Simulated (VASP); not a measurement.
# PbO (Litharge) (P4/nmm) in VASP: further runs, part 2 of 2

VASP 6.6.1. The steps go on from the part before.

### Step 5. Single point, PBE (volume scaled by 1.06)

INCAR

```
ALGO = Normal
EDIFF = 1E-6
ENCUT = 520
GGA = PE
ISIF = 2
ISMEAR = -1
LASPH = T
LCHARG = F
LREAL = F
LWAVE = F
NBANDS = 28
NELM = 60
PREC = Accurate
SIGMA = 0.05
```

KPOINTS

```
k-points
0
Gamma
  7 7 6
```

POSCAR

```
PbO
1.0
    4.0682551615      0.0000000000      0.0000000000
    0.0000000000      4.0682551615      0.0000000000
    0.0000000000      0.0000000000      5.1082602403
Pb O
2 2
Direct
    0.5000000000      0.0000000000      0.7600000000
    0.0000000000      0.5000000000      0.2400000000
    0.5000000000      0.5000000000      0.0000000000
    0.0000000000      0.0000000000      0.0000000000
```

Potentials or basis: VASP PAW PBE potentials, release 64 (Pb_d, O).

The run is started by

```bash
$ cat potpaw_PBE.64/Pb_d/POTCAR potpaw_PBE.64/O/POTCAR > POTCAR
$ mpirun -np 1 vasp_std > vasp.out
```

OUTCAR:

```text
EDIFF = 1E-6
   ENCUT = 520
   GGA = PE
   ISIF = 2
   ISMEAR = -1
   LASPH = T
   LREAL = F
   NELM = 60
   PREC = Accurate

 ion  position               nearest neighbor table
   1  0.500  0.000  0.760-   3 2.38   4 2.38   3 2.38   4 2.38   2 3.78   2 3.78   2 3.78   2 3.78
                             2 3.92   2 3.92   2 3.92   2 3.92
   2  0.000  0.500  0.240-   3 2.38   4 2.38   4 2.38   3 2.38   1 3.78   1 3.78   1 3.78   1 3.78
                             1 3.92   1 3.92   1 3.92   1 3.92
   3  0.500  0.500  0.000-   1 2.38   2 2.38   1 2.38   2 2.38
   4  0.000  0.000  0.000-   1 2.38   2 2.38   2 2.38   1 2.38

  LATTYP: Found a simple tetragonal cell.
 ALAT       =     4.0682551615
 C/A-ratio  =     1.2556390977

  Lattice vectors:

 A1 = (   4.0682551615,   0.0000000000,   0.0000000000)
 A2 = (   0.0000000000,   4.0682551615,   0.0000000000)
 A3 = (   0.0000000000,   0.0000000000,   5.1082602403)

Analysis of symmetry for initial positions (statically):
=====================================================================
 Subroutine PRICEL returns:
[... 171 lines left out ...]
  ext. energy  EPLUGINS =         0.00000000
  ---------------------------------------------------
  free energy    TOTEN  =       -21.46168457 eV

  energy without entropy =      -21.46168454  energy(sigma->0) =      -21.46168455

 E-fermi :   5.1405     XC(G=0):  -9.5366

 val. band max:        4.3863938047   @ k =   0.0000   0.0000   0.0000
 cond. band min:       5.8788873812   @ k =   0.4286   0.4286   0.0000
 fundamental gap:      1.4924935765
 Fermi energy:         5.1404691095

 k-point     1 :       0.0000    0.0000    0.0000
  band No.  band energies     occupation
      1     -13.3108      2.00000
      2     -12.9593      2.00000
      3     -11.5041      2.00000
      4     -11.5041      2.00000
      5     -11.4619      2.00000
      6     -11.4358      2.00000
[... 733 lines left out ...]
     27      13.6178      0.00000
     28      14.3460      0.00000

 [... further k-points ...]
[... 5 lines left out ...]
  --------------------------------------------------------------------------------------
  -------------------------------------------------------------------------------------
  Total       -0.6935878     -0.6935878     -0.9438075      0.0000000      0.0000000      0.0000000
  in kB      -13.1438507    -13.1438507    -17.8856453      0.0000000      0.0000000      0.0000000
  external PRESSURE =     -14.7244489 kB  Pullay stress =       0.0000000 kB

 VOLUME and BASIS-vectors are now :
 -----------------------------------------------------------------------------
  energy-cutoff  :      520.00
  volume of cell :       84.55
      direct lattice vectors                 reciprocal lattice vectors
     4.068255161  0.000000000  0.000000000     0.245805624  0.000000000  0.000000000
     0.000000000  4.068255161  0.000000000     0.000000000  0.245805624  0.000000000
     0.000000000  0.000000000  5.108260240     0.000000000  0.000000000  0.195761366

 POSITION                                       TOTAL-FORCE (eV/Angst)
 -----------------------------------------------------------------------------------
      2.03413      0.00000      3.88228        -0.000000      0.000000      0.674796
      0.00000      2.03413      1.22598         0.000000      0.000000     -0.674796
      2.03413      2.03413      0.00000        -0.000000      0.000000      0.000000
      0.00000      0.00000      0.00000        -0.000000     -0.000000      0.000000
 -----------------------------------------------------------------------------------
    total drift:                                0.000000      0.000000      0.000000

  FREE ENERGIE OF THE ION-ELECTRON SYSTEM (eV)
  ---------------------------------------------------
  free  energy   TOTEN  =       -21.4616845657 eV

  energy  without entropy=      -21.4616845433  energy(sigma->0) =      -21.46168455
```

OSZICAR:

```text
N       E                     dE             d eps       ncg     rms          rms(c)
DAV:   1     0.456990553295E+03    0.45699E+03   -0.19707E+04  2240   0.167E+03
DAV:   2     0.358194020406E+02   -0.42117E+03   -0.40420E+03  2284   0.443E+02
DAV:   3    -0.236240629288E+02   -0.59443E+02   -0.58023E+02  2848   0.180E+02
DAV:   4    -0.262284165812E+02   -0.26044E+01   -0.25937E+01  2552   0.401E+01
DAV:   5    -0.263139007702E+02   -0.85484E-01   -0.85476E-01  2592   0.787E+00    0.125E+01
DAV:   6    -0.217686164926E+02    0.45453E+01   -0.27261E+01  3312   0.385E+01    0.609E+00
DAV:   7    -0.214970653641E+02    0.27155E+00   -0.34659E+00  2816   0.132E+01    0.251E+00
DAV:   8    -0.214645696730E+02    0.32496E-01   -0.55561E-01  2376   0.475E+00    0.673E-01
DAV:   9    -0.214610237212E+02    0.35460E-02   -0.43871E-02  3392   0.163E+00    0.318E-01
DAV:  10    -0.214619069943E+02   -0.88327E-03   -0.12513E-02  2600   0.882E-01    0.955E-02
DAV:  11    -0.214617174327E+02    0.18956E-03   -0.26262E-03  3376   0.417E-01    0.620E-02
DAV:  12    -0.214616870513E+02    0.30381E-04   -0.50463E-04  3256   0.193E-01    0.144E-02
DAV:  13    -0.214616844559E+02    0.25954E-05   -0.55812E-05  2860   0.589E-02    0.447E-03
DAV:  14    -0.214616845657E+02   -0.10980E-06   -0.70966E-06  2756   0.166E-02
   1 F= -.21461685E+02 E0= -.21461685E+02  d E =-.223625E-07
```

stdout:

```text
POSCAR found type information on POSCAR PbO
 POSCAR found :  2 types and       4 ions
 scaLAPACK will be used
 LDA part: xc-table for (Slater+PW92), standard interpolation
 POSCAR, INCAR and KPOINTS ok, starting setup
 FFT: planning ... GRIDC
 FFT: planning ... GRID_SOFT
 FFT: planning ... GRID
 WAVECAR not read
 entering main loop
```

Run time: 67 s. Hardware: 1 thread of Intel Xeon Platinum 8259CL at 2.50GHz (Skylake/Cascade Lake), shared host; peak memory 0.22 GiB.

What came out:

```yaml
Free_energy: -21.4617 eV
Pressure: -1.5 GPa
Largest_force: 0.675 eV/Å
Band_gap_on_the_k_mesh: 1.49 eV, indirect (least direct gap 2.21 eV)
```

Forces in eV/Å, atoms in the order of the input:
```
Pb   0.000  0.000  0.675
Pb   0.000  0.000 -0.675
O    0.000  0.000  0.000
O    0.000  0.000  0.000
```

Stress tensor (GPa, compression positive):
```
-1.31  0.00  0.00
 0.00 -1.31  0.00
 0.00  0.00 -1.79
```

Caveat: the cell differs from its parent crystal (volume scaled by 1.06); spin-orbit coupling is left out, which moves the levels of the heavy elements.

### Step 6. Single point, SVWN5

This run uses another cell than the first one, of 20.34 Å³/atom, 1.020 times its volume.

INCAR

```
SYSTEM = PbO
PREC = Accurate
ENCUT = 600
EDIFF = 1E-6
ISMEAR = -1
SIGMA = 0.05
LREAL = .False.
LASPH = .True.
NELM = 120
ALGO = Normal
ISIF = 2
LWAVE = .False.
LCHARG = .True.
GGA = VW
LELF = .True.
LVHAR = .True.
NBANDS = 28
GGA_COMPAT = .False.
```

KPOINTS

```
regular mesh
0
Gamma
  7 7 6
  0 0 0
```

POSCAR

```
PbO
1.0
    4.0164246111      0.0000000000      0.0000000000
    0.0000000000      4.0164246111      0.0000000000
    0.0000000000      0.0000000000      5.0431797749
Pb O
2 2
Direct
    0.5000000000      0.0000000000      0.7600000000
    0.0000000000      0.5000000000      0.2400000000
    0.5000000000      0.5000000000      0.0000000000
    0.0000000000      0.0000000000      0.0000000000
```

Potentials or basis: VASP PAW PBE potentials, release 64 (Pb_d, O).

The run is started by

```bash
$ cat potpaw_PBE.64/Pb_d/POTCAR potpaw_PBE.64/O/POTCAR > POTCAR
$ mpirun -np 1 vasp_std > vasp.out
```

It took 53 s on 1 thread of AMD EPYC 9R45 (Zen 5), shared host; peak memory 0.19 GiB.

The run converged. Its results:

- Free energy: -24.3202 eV
- Pressure: -5.0 GPa
- Largest force: 0.808 eV/Å
- Band gap on the k mesh: 1.42 eV, indirect (least direct gap 2.25 eV)

Forces on the atoms (eV/Å):
```
Pb   0.000  0.000  0.808
Pb   0.000  0.000 -0.808
O    0.000  0.000  0.000
O    0.000  0.000  0.000
```

Stress tensor (GPa, compression positive):
```
-5.14  0.00  0.00
 0.00 -5.14  0.00
 0.00  0.00 -4.74
```

Levels at points of the mesh, in eV from the valence-band top:
```csv
k point,band 16,band 17,band 18,band 19,band 20,band 21,band 22,band 23,band 24,band 25
"(0.00, 0.00, 0.00)",-4.02,-1.52,-1.44,-1.44,0.00,2.32,5.44,5.48,5.48,6.46
"(0.00, 0.00, 0.50)",-3.86,-1.56,-1.47,-1.47,-0.82,1.89,3.88,3.88,4.17,8.46
```

Caveat: the PAW data sets were made with another functional, which shifts forces and pressure a little; spin-orbit coupling is left out, which moves the levels of the heavy elements.

### Step 7. The runs side by side

| level | cell | cutoff (eV) | gap on the mesh (eV) | pressure (GPa) | largest force (eV/Å) |
| --- | --- | --- | --- | --- | --- |
| PBE | a = 3.990, b = 3.990, c = 5.010 Å, 4 atoms | 520 | 1.42 | 3.0 | 0.03 |
| PBE | a = 4.016, b = 4.016, c = 5.043 Å, 4 atoms | 520 | 1.45 | 1.4 | 0.22 |
| PBE | a = 4.043, b = 4.043, c = 5.076 Å, 4 atoms | 520 | 1.47 | -0.1 | 0.46 |
| PBE | a = 4.068, b = 4.068, c = 5.108 Å, 4 atoms | 520 | 1.49 | -1.5 | 0.67 |
| SVWN5 | a = 4.016, b = 4.016, c = 5.043 Å, 4 atoms | 600 | 1.42 | -5.0 | 0.81 |

Alike in all rows: task single point; potentials or basis VASP PAW PBE potentials, release 64 (Pb_d, O); no spin polarisation; k mesh 7 × 7 × 6; smearing fermi-dirac 0.05 eV.

Caveats: spin-orbit coupling is left out, which moves the levels of the heavy elements; the PAW data sets were made with another functional, which shifts forces and pressure a little (some runs).

Absolute energies hang on the potentials; compare differences alone.
